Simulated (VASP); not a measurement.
## Be: single point with RPBE

Crystal: Be.

```
Be
1.0
     2.27587    0.00000    0.00000
     0.00000    2.27587    0.00000
     0.00000    0.00000    2.27587
Be
1
Direct
  0.00000 0.00000 0.00000
```

This cell differs from its parent crystal: volume scaled by 1.12.

```
Program             : VASP 6.6.1
Task                : single point
Functional          : RPBE
Potentials or basis : VASP PAW PBE potentials, release 64 (Be)
Cutoff              : 520 eV
k mesh              : 16 × 16 × 16
Occupations         : fermi-dirac, width 0.1 eV
Spin                : no spin polarisation
```

The pressure is -6.7 GPa and the band gap on the k mesh is zero (band 1 reaches 8.83 eV, above the bottom of band 2 at 1.95 eV).

Levels at points of the mesh, in eV from the Fermi level:
```
           k point  band 1  band 2  band 3  band 4
(0.00, 0.00, 0.00)   -8.93   12.40   12.40   12.40
(0.50, 0.00, 0.00)   -4.00   -1.89   15.65   15.65
(0.50, 0.50, 0.00)    0.78    0.78    5.99    6.41
(0.50, 0.50, 0.50)    4.98    4.98    4.98   12.34
```

Wall time 6.1 s on 1 thread of Intel(R) Xeon(R) Platinum 8488C (Sapphire Rapids) (shared host), peak memory 0.12 GiB.

Caveat: the PAW data sets were made with another functional, which shifts forces and pressure a little.
